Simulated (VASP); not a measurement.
# Si3Ge (P-4m2) in VASP: further runs

Runs on Si3Ge. Level: PBE. Tasks: single point.

Program: VASP 6.6.1. These are calculated values, not measurements. Logs are shortened: lines on timing, memory, paths and dates and some standing lists are left out, and cuts for length are marked.

**1. The cell of the first run**

The structure is tetragonal, space group P-4m2 (No. 115). Conventional cell: a = 3.833 Å, b = 3.833 Å, c = 5.418 Å, α = 90.00°, β = 90.00°, γ = 90.00°. Si (site symmetry -4m2) has 4 Si at 2.33 Å within 3.1 Å. Si (site symmetry 2mm) has 2 Si at 2.33 Å and 2 Ge at 2.36 Å within 3.1 Å. Within 3.1 Å of Ge (site symmetry -4m2) lie 4 Si at 2.36 Å.

**2. Single point, PBE (19.90 Å³/atom)**

INCAR reads:

```
PREC = Accurate
ENCUT = 520
EDIFF = 1E-6
ISMEAR = 0
SIGMA = 0.02
LREAL = F
LASPH = T
NELM = 60
ALGO = Normal
ISIF = 2
LWAVE = F
LCHARG = F
GGA = PE
NBANDS = 21
```

KPOINTS reads:

```
regular mesh
0
Gamma
  10 10 6
```

POSCAR reads:

```
Si3Ge
1.0
    3.8330577048      0.0000000000      0.0000000000
    0.0000000000      3.8330577048      0.0000000000
    0.0000000000      0.0000000000      5.4175821929
Si Ge
3 1
Direct
    0.5000000000      0.5000000000      0.0000000000
    0.0000000000      0.5000000000      0.7557660567
    0.5000000000      0.0000000000      0.2442339433
    0.0000000000      0.0000000000      0.5000000000
```

Potentials or basis: VASP PAW PBE potentials, release 64 (Si, Ge_d).

Started as:

```
$ cat potpaw_PBE.64/Si/POTCAR potpaw_PBE.64/Ge_d/POTCAR > POTCAR
$ mpirun -np 1 vasp_std > vasp.out
```

OUTCAR:

```text
PREC = Accurate
   ENCUT = 520
   EDIFF = 1E-6
   ISMEAR = 0
   LREAL = F
   LASPH = T
   NELM = 60
   ISIF = 2
   GGA = PE

 ion  position               nearest neighbor table
   1  0.500  0.500  0.000-   2 2.33   3 2.33   3 2.33   2 2.33
   2  0.000  0.500  0.756-   1 2.33   1 2.33   4 2.36   4 2.36
   3  0.500  0.000  0.244-   1 2.33   1 2.33   4 2.36   4 2.36
   4  0.000  0.000  0.500-   2 2.36   3 2.36   2 2.36   3 2.36

  LATTYP: Found a simple tetragonal cell.
 ALAT       =     3.8330577048
 C/A-ratio  =     1.4133839379

  Lattice vectors:

 A1 = (   3.8330577048,   0.0000000000,   0.0000000000)
 A2 = (   0.0000000000,   3.8330577048,   0.0000000000)
 A3 = (   0.0000000000,   0.0000000000,   5.4175821929)

Analysis of symmetry for initial positions (statically):
=====================================================================
 Subroutine PRICEL returns:
 Original cell was already a primitive cell.

 Routine SETGRP: Setting up the symmetry group for a
 simple tetragonal supercell.

 Subroutine GETGRP returns: Found  8 space group operations
 (whereof  8 operations were pure point group operations)
 out of a pool of 16 trial point group operations.

The static configuration has the point symmetry D_2d.

Analysis of symmetry for dynamics (positions and initial velocities):
=====================================================================
 Subroutine PRICEL returns:
 Original cell was already a primitive cell.

 Routine SETGRP: Setting up the symmetry group for a
 simple tetragonal supercell.

 Subroutine GETGRP returns: Found  8 space group operations
 (whereof  8 operations were pure point group operations)
 out of a pool of 16 trial point group operations.

The dynamic configuration has the point symmetry D_2d.

 Subroutine INISYM returns: Found  8 space group operations
 (whereof  8 operations are pure point group operations),
 and found     1 'primitive' translations

----------------------------------------------------------------------------------------

                                     Primitive cell

  volume of cell :      79.5969

  direct lattice vectors                    reciprocal lattice vectors
     3.833057705  0.000000000  0.000000000     0.260888324  0.000000000  0.000000000
     0.000000000  3.833057705  0.000000000     0.000000000  0.260888324  0.000000000
     0.000000000  0.000000000  5.417582193     0.000000000  0.000000000  0.184584186

  length of vectors
     3.833057705  3.833057705  5.417582193     0.260888324  0.260888324  0.184584186

  position of ions in fractional coordinates (direct lattice)
     0.500000000  0.500000000  0.000000000
     0.000000000  0.500000000  0.755766057
     0.500000000  0.000000000  0.244233943
     0.000000000  0.000000000  0.500000000

  ion indices of the primitive-cell ions
   primitive index   ion index
                 1           1
                 2           2
                 3           3
                 4           4

----------------------------------------------------------------------------------------

 KPOINTS: regular mesh

Automatic generation of k-mesh.
 Grid dimensions read from file:
 generate k-points for:   10   10    6

 Generating k-lattice:

  Cartesian coordinates                     Fractional coordinates (reciprocal lattice)
     0.026088832  0.000000000  0.000000000     0.100000000  0.000000000  0.000000000
     0.000000000  0.026088832  0.000000000     0.000000000  0.100000000  0.000000000
     0.000000000  0.000000000  0.030764031     0.000000000  0.000000000  0.166666667

  Length of vectors
     0.026088832  0.026088832  0.030764031

  Shift w.r.t. Gamma in fractional coordinates (k-lattice)
     0.000000000  0.000000000  0.000000000

 Subroutine IBZKPT returns following result:
 ===========================================

 Found     84 irreducible k-points:

 Following reciprocal coordinates:
            Coordinates               Weight
  0.000000  0.000000  0.000000      1.000000
  0.100000  0.000000  0.000000      4.000000
  0.200000  0.000000  0.000000      4.000000
  0.300000  0.000000  0.000000      4.000000
  0.400000  0.000000  0.000000      4.000000
  0.500000  0.000000  0.000000      2.000000
[... 16 lines left out ...]
  0.100000  0.000000  0.166667      8.000000
  0.200000  0.000000  0.166667      8.000000
 [... further k-points ...]
   k-points           NKPTS =     84   k-points in BZ     NKDIM =     84   number of bands    NBANDS=     21
   number of dos      NEDOS =    301   number of ions     NIONS =      4
   total plane-waves  NPLWV =  36000
   dimension x,y,z NGX =    30 NGY =   30 NGZ =   40
   dimension x,y,z NGXF=    60 NGYF=   60 NGZF=   80
   ions per type =               3   1
   NGX,Y,Z   is equivalent  to a cutoff of  13.01, 13.01, 12.27 a.u.
   NGXF,Y,Z  is equivalent  to a cutoff of  26.02, 26.02, 24.55 a.u.
 SYSTEM =  unknown system
   PREC   = accura    normal or accurate (medium, high low for compatibility)
   ISTART =      0    job   : 0-new  1-cont  2-samecut
   ICHARG =      2    charge: 1-file 2-atom 10-const
   ISPIN  =      1    spin polarized calculation?
   LNONCOLLINEAR =      F non collinear calculations
   LSORBIT =      F    spin-orbit coupling
   LASPH  =      T    aspherical Exc in radial PAW
   ENCUT  =  520.0 eV  38.22 Ry    6.18 a.u.   7.13  7.13 10.07*2*pi/ulx,y,z
   NELM   =     60;   NELMIN=  2; NELMDL= -5     # of ELM steps
   EDIFF  = 0.1E-05   stopping-criterion for ELM
   LREAL  =      F    real-space projection
   EDIFFG = 0.1E-04   stopping-criterion for IOM
   NSW    =      0    number of steps for IOM
   IBRION =     -1    ionic relax: 0-MD 1-quasi-New 2-CG
   NFREE  =      0    steps in history (QN), initial steepest desc. (CG)
   ISIF   =      2    stress and relaxation
   ISYM   =      2    0-nonsym 1-usesym 2-fastsym
   POTIM  = 0.5000    time-step for ionic-motion
   TEBEG  =    0.0;   TEEND  =   0.0 temperature during run
   PSTRESS=    0.0 pullay stress
   NELECT =      26.0000    total number of electrons
   NUPDOWN=      -1.0000    fix difference up-down
   EMIN   =  10.00;   EMAX   =-10.00  energy-range for DOS
   EFERMI =   0.00;   METHOD = LEGACY
   ISMEAR =     0;   SIGMA  =   0.02  broadening in eV -4-tet -1-fermi 0-gaus
   EFERMI_NEDOS =   21; number of points for ismear=-14 and -15
   IALGO  =     38    algorithm
   IMIX   =      4    mixing-type and parameters
     AMIX     =   0.40;   BMIX     =  1.00
     AMIX_MAG =   1.60;   BMIX_MAG =  1.00
  volume/ion in A,a.u.               =      19.90       134.29
  Fermi-wavevector in a.u.,A,eV,Ry     =   1.127458  2.130588 17.295216  1.271163
  Thomas-Fermi vector in A             =   2.264145
   LORBIT       =      0    0 simple, 1 ext, 2 COOP (PROOUT), +10 PAW based schemes
   GGA     = PE    functional components
   LHFCALC =     F    Hartree Fock is set to
   AEXX    =    0.0000 exact exchange contribution
   IVDW    =     0    specifies the selected vdW correction
   LEPSILON=     F    determine dielectric tensor
   LRPA    =     F    only Hartree local field effects (RPA)
 non-spin polarized calculation
 Gauss-broadening in eV      SIGMA  =   0.02
  energy-cutoff  :      520.00
  volume of cell :       79.60
 maximum number of plane-waves:      2180
 NGX is ok and might be reduce to    30
   NGX = 15   NGY = 15   NGZ = 21

 number of electron      25.9999998 magnetization

 Free energy of the ion-electron system (eV)
  ---------------------------------------------------
  ext. energy  EPLUGINS =         0.00000000
  ---------------------------------------------------
  free energy    TOTEN  =       -20.65112387 eV

  energy without entropy =      -20.65112387  energy(sigma->0) =      -20.65112387

 E-fermi :   6.1169     XC(G=0):  -9.7141

 val. band max:        5.9930284651   @ k =   0.0000   0.0000   0.0000
 cond. band min:       6.2525744857   @ k =   0.5000   0.5000   0.0000
 fundamental gap:      0.2595460206
 Fermi energy:         6.1169111638

 k-point     1 :       0.0000    0.0000    0.0000
  band No.  band energies     occupation
      1     -18.2595      2.00000
      2     -18.2477      2.00000
      3     -18.2477      2.00000
      4     -18.2238      2.00000
      5     -18.2191      2.00000
      6      -6.4750      2.00000
[... 13 lines left out ...]
     20      13.6696      0.00000
     21      13.9797      0.00000

 k-point     2 :       0.1000    0.0000    0.0000
  band No.  band energies     occupation
      1     -18.2587      2.00000
      2     -18.2481      2.00000
      3     -18.2476      2.00000
      4     -18.2235      2.00000
      5     -18.2193      2.00000
      6      -6.3867      2.00000
[... 13 lines left out ...]
     20      13.4980      0.00000
     21      14.0505      0.00000

 k-point     3 :       0.2000    0.0000    0.0000
  band No.  band energies     occupation
      1     -18.2566      2.00000
      2     -18.2491      2.00000
      3     -18.2476      2.00000
      4     -18.2226      2.00000
      5     -18.2201      2.00000
      6      -6.1242      2.00000
[... 13 lines left out ...]
     20      12.7456      0.00000
     21      13.8981      0.00000
[... 457 lines left out ...]
 k-point    23 :       0.1000    0.0000    0.1667
  band No.  band energies     occupation
      1     -18.2587      2.00000
      2     -18.2481      2.00000
      3     -18.2476      2.00000
      4     -18.2235      2.00000
      5     -18.2193      2.00000
      6      -6.2657      2.00000
[... 13 lines left out ...]
     20      13.3205      0.00000
     21      13.6168      0.00000

 k-point    24 :       0.2000    0.0000    0.1667
  band No.  band energies     occupation
      1     -18.2566      2.00000
      2     -18.2491      2.00000
      3     -18.2476      2.00000
      4     -18.2226      2.00000
      5     -18.2201      2.00000
      6      -6.0060      2.00000
[... 13 lines left out ...]
     20      12.8343      0.00000
     21      13.1755      0.00000

 [... further k-points ...]

------------------------ aborting loop because EDIFF is reached ----------------------------------------

  FORCE on cell =-STRESS in cart. coord.  units (eV):
  Direction    XX          YY          ZZ          XY          YZ          ZX
  --------------------------------------------------------------------------------------
  -------------------------------------------------------------------------------------
  Total        2.8109393      2.8109393      2.8151781      0.0000000      0.0000000     -0.0000000
  in kB       56.5803753     56.5803753     56.6656962      0.0000000      0.0000000     -0.0000000
  external PRESSURE =      56.6088156 kB  Pullay stress =       0.0000000 kB

 VOLUME and BASIS-vectors are now :
 -----------------------------------------------------------------------------
  energy-cutoff  :      520.00
  volume of cell :       79.60
      direct lattice vectors                 reciprocal lattice vectors
     3.833057705  0.000000000  0.000000000     0.260888324  0.000000000  0.000000000
     0.000000000  3.833057705  0.000000000     0.000000000  0.260888324  0.000000000
     0.000000000  0.000000000  5.417582193     0.000000000  0.000000000  0.184584186

 POSITION                                       TOTAL-FORCE (eV/Angst)
 -----------------------------------------------------------------------------------
      1.91653      1.91653      0.00000         0.000000     -0.000000      0.000000
      0.00000      1.91653      4.09442         0.000000      0.000000     -0.001588
      1.91653      0.00000      1.32316         0.000000      0.000000      0.001588
      0.00000      0.00000      2.70879        -0.000000      0.000000      0.000000
 -----------------------------------------------------------------------------------
    total drift:                                0.000000      0.000000     -0.000000

  FREE ENERGIE OF THE ION-ELECTRON SYSTEM (eV)
  ---------------------------------------------------
  free  energy   TOTEN  =       -20.6511238717 eV

  energy  without entropy=      -20.6511238717  energy(sigma->0) =      -20.65112387
```

Wall time 89 s (1 thread of Intel Xeon Platinum 8375C at 2.90GHz (Ice Lake), shared host); peak memory 0.26 GiB.

What came out:

```yaml
Free_energy: -20.6511 eV
Pressure: 5.7 GPa
Band_gap_on_the_k_mesh: 0.26 eV (least direct gap 0.56 eV)
```

Levels at points of the mesh, in eV from the valence-band top:
```tsv
k point	band 10	band 11	band 12	band 13	band 14	band 15	band 16	band 17
(0.00, 0.00, 0.00)	-3.05	-0.06	0.00	0.00	0.56	0.75	2.55	2.55
(0.50, 0.00, 0.00)	-3.98	-3.90	-1.59	-1.29	2.18	2.61	4.70	4.89
(0.50, 0.50, 0.00)	-3.09	-3.03	-3.03	-2.97	0.26	0.74	0.74	0.90
(0.00, 0.00, 0.50)	-2.16	-2.16	-1.88	-1.88	0.86	1.20	3.10	3.23
(0.50, 0.00, 0.50)	-1.49	-1.32	-1.28	-1.13	1.09	1.56	3.18	3.31
(0.50, 0.50, 0.50)	-4.08	-4.06	-4.06	-3.97	4.17	4.37	4.37	4.53
```

Caveat: the cell stands under pressure. A k mesh can miss the band edges.

**3. Single point, PBE (20.53 Å³/atom)**

This run uses another cell than the first one, of 20.53 Å³/atom.

INCAR reads:

```
SYSTEM = Si3Ge
PREC = Accurate ; ENCUT = 520
EDIFF = 1E-6 ; ISMEAR = 0
SIGMA = 0.02 ; LREAL = .False.
LASPH = .True. ; NELM = 100
ALGO = Normal ; ISIF = 2
LWAVE = .False. ; LCHARG = .False.
GGA = PE ; NBANDS = 21
```

KPOINTS reads:

```
regular mesh
0
Gamma
  10 10 6
  0 0 0
```

POSCAR reads:

```
Si3Ge
1.0
    3.8728544211      0.0000000000      0.0000000000
    0.0000000000      3.8728544211      0.0000000000
    0.0000000000      0.0000000000      5.4761805660
Si Ge
3 1
Direct
    0.5000000000      0.5000000000      0.0000000000
    0.0000000000      0.5000000000      0.7558713849
    0.5000000000      0.0000000000      0.2441286151
    0.0000000000      0.0000000000      0.5000000000
```

Potentials or basis: VASP PAW PBE potentials, release 64 (Si, Ge_d).

Started as:

```
$ cat potpaw_PBE.64/Si/POTCAR potpaw_PBE.64/Ge_d/POTCAR > POTCAR
$ mpirun -np 1 vasp_std > vasp.out
```

Wall time 88 s (1 thread of Intel Xeon Platinum 8375C at 2.90GHz (Ice Lake), shared host); peak memory 0.27 GiB.

It converged, with:

| Item | Value |
| --- | --- |
| Free energy | -20.7161 eV |
| Pressure | 2.5 GPa |
| Largest force | 0.006 eV/Å |
| Band gap on the k mesh | 0.32 eV (least direct gap 0.63 eV) |

Forces in eV/Å, atoms in the order of the input:
```
Si   0.000  0.000  0.000
Si   0.000  0.000 -0.006
Si   0.000  0.000  0.006
Ge   0.000  0.000  0.000
```

Levels at points of the mesh, in eV from the valence-band top:
```
           k point  band 10  band 11  band 12  band 13  band 14  band 15  band 16  band 17
(0.00, 0.00, 0.00)    -2.95    -0.06     0.00     0.00     0.63     0.80     2.54     2.54
(0.50, 0.00, 0.00)    -3.86    -3.77    -1.55    -1.25     2.17     2.57     4.64     4.82
(0.50, 0.50, 0.00)    -3.00    -2.94    -2.94    -2.88     0.32     0.79     0.79     0.96
(0.00, 0.00, 0.50)    -2.10    -2.10    -1.81    -1.81     0.90     1.24     3.09     3.21
(0.50, 0.00, 0.50)    -1.46    -1.29    -1.25    -1.09     0.99     1.44     3.20     3.33
(0.50, 0.50, 0.50)    -3.93    -3.92    -3.92    -3.84     4.17     4.36     4.36     4.52
```

A k mesh can miss the band edges.

[end of part 1 of 2]
